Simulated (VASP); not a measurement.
# TiC in VASP: a series of runs

The runs below take TiC through electric field gradients, with PBEsol.

All numbers are computed with VASP 6.6.1; they aren't measurements. Logs are shortened: lines on timing, memory, paths and dates and some standing lists are left out, and cuts for length are marked.

## 1. The cell of the first run

Symmetry: I4/mmm, No. 139, tetragonal system. Conventional cell: a = 3.152 Å, b = 3.152 Å, c = 4.328 Å, α = 90.00°, β = 90.00°, γ = 90.00°. Ti (site symmetry 4/mmm) has 6 C at 2.16 to 2.23 Å within 2.9 Å. C (site symmetry 4/mmm) has 6 Ti at 2.16 to 2.23 Å within 2.9 Å.

## 2. Electric field gradients, PBEsol (equal xx and yy strain of +3 %)

INCAR reads:

```
SYSTEM = TiC
  PREC = Accurate
  ENCUT = 520
  EDIFF = 1E-8
  ISMEAR = -1
  SIGMA = 0.03
  LREAL = .False.
  LASPH = .True.
  NELM = 80
  ALGO = Normal
  ISIF = 2
  LWAVE = .False.
  LCHARG = .False.
  GGA = PS
  LEFG = .True.
  NBANDS = 15
```

KPOINTS reads:

```
regular mesh
0
Gamma
  16 16 16
  0 0 0
```

POSCAR reads:

```
TiC
1.0
    0.0000000000      2.2289200000      2.1640000000
    2.2289200000      0.0000000000      2.1640000000
    2.2289200000      2.2289200000      0.0000000000
Ti C
1 1
Direct
    0.0000000000      0.0000000000      0.0000000000
    0.5000000000      0.5000000000      0.5000000000
```

Potentials or basis: VASP PAW PBE potentials, release 64 (Ti_sv, C).

Run with:

```bash
$ cat potpaw_PBE.64/Ti_sv/POTCAR potpaw_PBE.64/C/POTCAR > POTCAR
$ mpirun -np 1 vasp_std > vasp.out
```

OUTCAR:

```text
SYSTEM = TiC
   PREC = Accurate
   ENCUT = 520
   EDIFF = 1E-8
   ISMEAR = -1
   LREAL = .False.
   LASPH = .True.
   NELM = 80
   ISIF = 2
   GGA = PS

 ion  position               nearest neighbor table
   1  0.000  0.000  0.000-   2 2.16   2 2.16   2 2.23   2 2.23   2 2.23   2 2.23
   2  0.500  0.500  0.500-   1 2.16   1 2.16   1 2.23   1 2.23   1 2.23   1 2.23

  LATTYP: Found a body centered tetragonal cell.
 ALAT       =     3.1521688934
 C/A-ratio  =     1.3730228761

  Lattice vectors:

 A1 = (   0.0000000000,  -2.2289200000,  -2.1640000000)
 A2 = (   0.0000000000,   2.2289200000,  -2.1640000000)
 A3 = (   2.2289200000,   0.0000000000,   2.1640000000)

Analysis of symmetry for initial positions (statically):
=====================================================================
 Subroutine PRICEL returns:
 Original cell was already a primitive cell.

 Routine SETGRP: Setting up the symmetry group for a
 body centered tetragonal supercell.

 Subroutine GETGRP returns: Found 16 space group operations
 (whereof 16 operations were pure point group operations)
 out of a pool of 16 trial point group operations.

The static configuration has the point symmetry D_4h.

Analysis of symmetry for dynamics (positions and initial velocities):
=====================================================================
 Subroutine PRICEL returns:
 Original cell was already a primitive cell.

 Routine SETGRP: Setting up the symmetry group for a
 body centered tetragonal supercell.

 Subroutine GETGRP returns: Found 16 space group operations
 (whereof 16 operations were pure point group operations)
 out of a pool of 16 trial point group operations.

The dynamic configuration has the point symmetry D_4h.

 Subroutine INISYM returns: Found 16 space group operations
 (whereof 16 operations are pure point group operations),
 and found     1 'primitive' translations

----------------------------------------------------------------------------------------

                                     Primitive cell

  volume of cell :      21.5019

  direct lattice vectors                    reciprocal lattice vectors
     0.000000000  2.228920000  2.164000000    -0.224323888  0.224323888  0.231053604
     2.228920000  0.000000000  2.164000000     0.224323888 -0.224323888  0.231053604
     2.228920000  2.228920000  0.000000000     0.224323888  0.224323888 -0.231053604

  length of vectors
     3.106602705  3.106602705  3.152168893     0.392464242  0.392464242  0.392464242

  position of ions in fractional coordinates (direct lattice)
     0.000000000  0.000000000  0.000000000
     0.500000000  0.500000000  0.500000000

  ion indices of the primitive-cell ions
   primitive index   ion index
                 1           1
                 2           2

----------------------------------------------------------------------------------------

 KPOINTS: regular mesh

Automatic generation of k-mesh.
 Grid dimensions read from file:
 generate k-points for:   16   16   16

 Generating k-lattice:

  Cartesian coordinates                     Fractional coordinates (reciprocal lattice)
    -0.014020243  0.014020243  0.014440850     0.062500000  0.000000000  0.000000000
     0.014020243 -0.014020243  0.014440850     0.000000000  0.062500000  0.000000000
     0.014020243  0.014020243 -0.014440850     0.000000000  0.000000000  0.062500000

  Length of vectors
     0.024529015  0.024529015  0.024529015

  Shift w.r.t. Gamma in fractional coordinates (k-lattice)
     0.000000000  0.000000000  0.000000000

 Subroutine IBZKPT returns following result:
 ===========================================

 Found    349 irreducible k-points:

 Following reciprocal coordinates:
            Coordinates               Weight
  0.000000  0.000000  0.000000      1.000000
  0.062500  0.000000  0.000000      8.000000
  0.125000  0.000000  0.000000      8.000000
  0.187500 -0.000000  0.000000      8.000000
  0.250000  0.000000  0.000000      8.000000
  0.312500  0.000000  0.000000      8.000000
[... 16 lines left out ...]
 -0.125000  0.062500  0.000000      8.000000
 -0.062500  0.062500  0.000000      4.000000
 [... further k-points ...]
   k-points           NKPTS =    349   k-points in BZ     NKDIM =    349   number of bands    NBANDS=     15
   number of dos      NEDOS =    301   number of ions     NIONS =      2
   total plane-waves  NPLWV =  13824
   dimension x,y,z NGX =    24 NGY =   24 NGZ =   24
   dimension x,y,z NGXF=    48 NGYF=   48 NGZF=   48
   ions per type =               1   1
   NGX,Y,Z   is equivalent  to a cutoff of  12.84, 12.84, 12.66 a.u.
   NGXF,Y,Z  is equivalent  to a cutoff of  25.69, 25.69, 25.32 a.u.
 SYSTEM =  TiC
   PREC   = accura    normal or accurate (medium, high low for compatibility)
   ISTART =      0    job   : 0-new  1-cont  2-samecut
   ICHARG =      2    charge: 1-file 2-atom 10-const
   ISPIN  =      1    spin polarized calculation?
   LNONCOLLINEAR =      F non collinear calculations
   LSORBIT =      F    spin-orbit coupling
   LASPH  =      T    aspherical Exc in radial PAW
   ENCUT  =  520.0 eV  38.22 Ry    6.18 a.u.   5.78  5.78  5.86*2*pi/ulx,y,z
   NELM   =     80;   NELMIN=  2; NELMDL= -5     # of ELM steps
   EDIFF  = 0.1E-07   stopping-criterion for ELM
   LREAL  =      F    real-space projection
   EDIFFG = 0.1E-06   stopping-criterion for IOM
   NSW    =      0    number of steps for IOM
   IBRION =     -1    ionic relax: 0-MD 1-quasi-New 2-CG
   NFREE  =      0    steps in history (QN), initial steepest desc. (CG)
   ISIF   =      2    stress and relaxation
   ISYM   =      2    0-nonsym 1-usesym 2-fastsym
   POTIM  = 0.5000    time-step for ionic-motion
   TEBEG  =    0.0;   TEEND  =   0.0 temperature during run
   PSTRESS=    0.0 pullay stress
   NELECT =      16.0000    total number of electrons
   NUPDOWN=      -1.0000    fix difference up-down
   EMIN   =  10.00;   EMAX   =-10.00  energy-range for DOS
   EFERMI =   0.00;   METHOD = LEGACY
   ISMEAR =    -1;   SIGMA  =   0.03  broadening in eV -4-tet -1-fermi 0-gaus
   EFERMI_NEDOS =   21; number of points for ismear=-14 and -15
   IALGO  =     38    algorithm
   IMIX   =      4    mixing-type and parameters
     AMIX     =   0.40;   BMIX     =  1.00
     AMIX_MAG =   1.60;   BMIX_MAG =  1.00
  volume/ion in A,a.u.               =      10.75        72.55
  Fermi-wavevector in a.u.,A,eV,Ry     =   1.483506  2.803421 29.943582  2.200791
  Thomas-Fermi vector in A             =   2.597159
   LORBIT       =      0    0 simple, 1 ext, 2 COOP (PROOUT), +10 PAW based schemes
   GGA     = PS    functional components
   LHFCALC =     F    Hartree Fock is set to
   AEXX    =    0.0000 exact exchange contribution
   IVDW    =     0    specifies the selected vdW correction
   LEPSILON=     F    determine dielectric tensor
   LRPA    =     F    only Hartree local field effects (RPA)
 non-spin polarized calculation
  energy-cutoff  :      520.00
  volume of cell :       21.50
 maximum number of plane-waves:       592
   NGX = 11   NGY = 11   NGZ = 11

 number of electron      16.0000000 magnetization

 Free energy of the ion-electron system (eV)
  ---------------------------------------------------
  ext. energy  EPLUGINS =         0.00000000
  ---------------------------------------------------
  free energy    TOTEN  =       -19.68612266 eV

  energy without entropy =      -19.68511874  energy(sigma->0) =      -19.68562070

 E-fermi :   8.6520     XC(G=0): -12.5669

 val. band max:        8.6371943439   @ k =  -0.0625   0.0625   0.0000
 cond. band min:       8.6558955461   @ k =   0.3750  -0.0000   0.3125
 fundamental gap:      0.0187012022
 Fermi energy:         8.6519997585

 k-point     1 :       0.0000    0.0000    0.0000
  band No.  band energies     occupation
      1     -47.8425      2.00000
      2     -24.0100      2.00000
      3     -24.0100      2.00000
      4     -23.9664      2.00000
      5      -3.4526      2.00000
      6       9.2284      0.00000
      7       9.2284      0.00000
      8       9.4249      0.00000
      9      10.1521      0.00000
     10      10.2524      0.00000
     11      10.2524      0.00000
     12      10.3395      0.00000
     13      10.3415      0.00000
     14      18.3317      0.00000
     15      22.3579      0.00000

 k-point     2 :       0.0625    0.0000    0.0000
  band No.  band energies     occupation
      1     -47.8404      2.00000
      2     -24.0217      2.00000
      3     -24.0119      2.00000
      4     -23.9720      2.00000
      5      -3.3695      2.00000
      6       8.8702      0.00139
      7       9.0360      0.00001
      8       9.1878      0.00000
      9       9.5838      0.00000
     10       9.6621      0.00000
     11      10.4871      0.00000
     12      11.1337      0.00000
     13      11.2915      0.00000
     14      18.4965      0.00000
     15      22.3720      0.00000

 k-point     3 :       0.1250    0.0000    0.0000
  band No.  band energies     occupation
      1     -47.8341      2.00000
      2     -24.0618      2.00000
      3     -24.0174      2.00000
      4     -23.9811      2.00000
      5      -3.1252      2.00000
      6       8.0420      2.00000
      7       8.3345      1.99995
      8       8.4510      1.99754
      9       9.6536      0.00000
     10       9.7211      0.00000
     11      10.7710      0.00000
     12      12.1161      0.00000
     13      12.3077      0.00000
     14      18.8995      0.00000
     15      22.3302      0.00000
[... 343 lines left out ...]
 k-point    23 :      -0.1250    0.0625    0.0000
  band No.  band energies     occupation
      1     -47.8298      2.00000
      2     -24.0910      2.00000
      3     -24.0162      2.00000
      4     -23.9906      2.00000
      5      -2.9582      2.00000
      6       7.5981      2.00000
      7       7.9063      2.00000
      8       8.1580      2.00000
      9       9.5236      0.00000
     10      10.1410      0.00000
     11      11.0439      0.00000
     12      12.1761      0.00000
     13      12.9816      0.00000
     14      19.1237      0.00000
     15      22.3420      0.00000

 k-point    24 :      -0.0625    0.0625    0.0000
  band No.  band energies     occupation
      1     -47.8370      2.00000
      2     -24.0456      2.00000
      3     -24.0121      2.00000
      4     -23.9777      2.00000
      5      -3.2414      2.00000
      6       8.4920      1.99039
      7       8.6181      1.51113
      8       8.6372      1.24187
      9       9.3317      0.00000
     10       9.9936      0.00000
     11      10.8104      0.00000
     12      11.4213      0.00000
     13      12.0250      0.00000
     14      18.7202      0.00000
     15      22.4033      0.00000

 [... further k-points ...]

------------------------ aborting loop because EDIFF is reached ----------------------------------------

  FORCE on cell =-STRESS in cart. coord.  units (eV):
  Direction    XX          YY          ZZ          XY          YZ          ZX
  --------------------------------------------------------------------------------------
  -------------------------------------------------------------------------------------
  Total       -2.8375987     -2.8375987     -1.6396473      0.0000000      0.0000000     -0.0000000
  in kB     -211.4391221   -211.4391221   -122.1756943      0.0000000      0.0000000     -0.0000000
  external PRESSURE =    -181.6846461 kB  Pullay stress =       0.0000000 kB

 VOLUME and BASIS-vectors are now :
 -----------------------------------------------------------------------------
  energy-cutoff  :      520.00
  volume of cell :       21.50
      direct lattice vectors                 reciprocal lattice vectors
     0.000000000  2.228920000  2.164000000    -0.224323888  0.224323888  0.231053604
     2.228920000  0.000000000  2.164000000     0.224323888 -0.224323888  0.231053604
     2.228920000  2.228920000  0.000000000     0.224323888  0.224323888 -0.231053604

 POSITION                                       TOTAL-FORCE (eV/Angst)
 -----------------------------------------------------------------------------------
      0.00000      0.00000      0.00000        -0.000000      0.000000     -0.000000
      2.22892      2.22892      2.16400         0.000000     -0.000000      0.000000
 -----------------------------------------------------------------------------------
    total drift:                                0.000000     -0.000000     -0.000000

  FREE ENERGIE OF THE ION-ELECTRON SYSTEM (eV)
  ---------------------------------------------------
  free  energy   TOTEN  =       -19.6861226564 eV

  energy  without entropy=      -19.6851187432  energy(sigma->0) =      -19.68562070

 Electric field gradients (V/A^2)
---------------------------------------------------------------------
 ion       V_xx      V_yy      V_zz      V_xy      V_xz      V_yz
---------------------------------------------------------------------
   1      11.337    11.337   -22.673    -0.000    -0.001    -0.001
   2       1.991     1.991    -3.982     0.000     0.000     0.000
---------------------------------------------------------------------

 Electric field gradients after diagonalization (V/A^2)
 (convention: |V_zz| > |V_xx| > |V_yy|)
----------------------------------------------------------------------
 ion       V_xx      V_yy      V_zz     asymmetry (V_yy - V_xx)/ V_zz
----------------------------------------------------------------------
   1      11.337    11.336   -22.673       0.000
   2       1.991     1.991    -3.982       0.000
----------------------------------------------------------------------

           NMR quadrupolar parameters

 Cq : quadrupolar parameter    Cq=e*Q*V_zz/h
 eta: asymmetry parameters     (V_yy - V_xx)/ V_zz
 Q  : nuclear electric quadrupole moment in mb (millibarn)
----------------------------------------------------------------------
 ion       Cq(MHz)       eta       Q (mb)
----------------------------------------------------------------------
   1      -0.055       0.000       1.000
   2      -0.010       0.000       1.000
----------------------------------------------------------------------
```

Run time: 64 s. Hardware: 1 thread of Intel Xeon 6975P-C, shared host; peak memory 0.23 GiB.

What came out:

* Free energy: -19.6861 eV
* Pressure: -18.2 GPa
* Band gap on the k mesh: zero (band 8 reaches 9.42 eV, above the bottom of band 9 at 8.09 eV)

Stress tensor (GPa, compression positive):
```
-21.14   0.00   0.00
  0.00 -21.14   0.00
  0.00   0.00 -12.22
```

Electric field gradients, principal values (V/Å²):
```
atom   least  middle  greatest (by size)
1 Ti  11.336  11.337             -22.673
 2 C   1.991   1.991              -3.982
```

Caveat: the cell differs from its parent crystal (equal xx and yy strain of +3 %); without QUAD_EFG the Cq values of the log hold for a quadrupole moment of 1 mb, not for the nuclei; the PAW data sets were made with another functional, which shifts forces and pressure a little.

## 3. Electric field gradients, PBEsol (equal xy, yz and zx shear strains of -3 %)

INCAR, as its differences from that of step 2:

```diff
@@ -8,3 +8,3 @@
   LASPH = .True.
-  NELM = 80
+  NELM = 100
   ALGO = Normal
```

KPOINTS is that of step 2.

POSCAR reads:

```
TiC
1.0
   -0.0649200000      2.1315400000      2.1315400000
    2.1315400000     -0.0649200000      2.1315400000
    2.1315400000      2.1315400000     -0.0649200000
Ti C
1 1
Direct
    0.0000000000      0.0000000000      0.0000000000
    0.5000000000      0.5000000000      0.5000000000
```

Potentials or basis: VASP PAW PBE potentials, release 64 (Ti_sv, C).

Run with:

```bash
$ cat potpaw_PBE.64/Ti_sv/POTCAR potpaw_PBE.64/C/POTCAR > POTCAR
$ mpirun -np 1 vasp_std > vasp.out
```

OUTCAR:

```text
SYSTEM = TiC
   PREC = Accurate
   ENCUT = 520
   EDIFF = 1E-8
   ISMEAR = -1
   LREAL = .False.
   LASPH = .True.
   NELM = 100
   ISIF = 2
   GGA = PS

 ion  position               nearest neighbor table
   1  0.000  0.000  0.000-   2 2.16   2 2.16   2 2.16   2 2.16   2 2.16   2 2.16
   2  0.500  0.500  0.500-   1 2.16   1 2.16   1 2.16   1 2.16   1 2.16   1 2.16

  LATTYP: Found a trigonal (rhomboedric) cell.
 ALAT       =     3.0151517623
 COS(alpha) =     0.4693254694

  Lattice vectors:

 A1 = (  -0.0649200000,   2.1315400000,   2.1315400000)
[... 645 lines left out ...]
  free  energy   TOTEN  =       -19.7670806618 eV

  energy  without entropy=      -19.7664779322  energy(sigma->0) =      -19.76677930

 Electric field gradients (V/A^2)
---------------------------------------------------------------------
 ion       V_xx      V_yy      V_zz      V_xy      V_xz      V_yz
---------------------------------------------------------------------
   1       0.000    -0.000    -0.000     0.639     0.639     0.639
   2       0.000     0.000     0.000     1.412     1.412     1.412
---------------------------------------------------------------------

 Electric field gradients after diagonalization (V/A^2)
 (convention: |V_zz| > |V_xx| > |V_yy|)
----------------------------------------------------------------------
 ion       V_xx      V_yy      V_zz     asymmetry (V_yy - V_xx)/ V_zz
----------------------------------------------------------------------
   1      -0.639    -0.639     1.279       0.000
   2      -1.412    -1.412     2.824       0.000
----------------------------------------------------------------------

           NMR quadrupolar parameters

 Cq : quadrupolar parameter    Cq=e*Q*V_zz/h
 eta: asymmetry parameters     (V_yy - V_xx)/ V_zz
 Q  : nuclear electric quadrupole moment in mb (millibarn)
----------------------------------------------------------------------
 ion       Cq(MHz)       eta       Q (mb)
----------------------------------------------------------------------
   1       0.003       0.000       1.000
   2       0.007       0.000       1.000
----------------------------------------------------------------------
```

Run time: 81 s. Hardware: 1 thread of Intel Xeon 6975P-C, shared host; peak memory 0.25 GiB.

What came out:

```yaml
Free_energy: -19.7671 eV
Pressure: -5.7 GPa
Band_gap_on_the_k_mesh: zero (band 8 reaches 10.29 eV, above the bottom of band 9 at 9.14 eV)
```

Levels at points of the mesh, in eV from the Fermi level:
```csv
k point,band 6,band 7,band 8,band 9,band 10,band 11
"(0.00, 0.00, 0.00)",0.49,0.49,0.94,1.58,1.58,1.74
"(0.50, 0.00, 0.00)",-5.91,-3.02,-2.61,2.72,2.95,4.11
"(0.50, 0.50, 0.00)",-3.46,-1.69,-0.24,0.18,2.72,3.50
"(0.50, 0.50, 0.50)",-5.89,-3.18,-3.18,3.04,3.04,4.29
```

Electric field gradients, principal values (V/Å²):
```tsv
atom	least	middle	greatest (by size)
1 Ti	-0.639	-0.639	1.279
2 C	-1.412	-1.412	2.824
```

Caveat: the cell differs from its parent crystal (equal xy, yz and zx shear strains of -3 %); without QUAD_EFG the Cq values of the log hold for a quadrupole moment of 1 mb, not for the nuclei; the PAW data sets were made with another functional, which shifts forces and pressure a little.
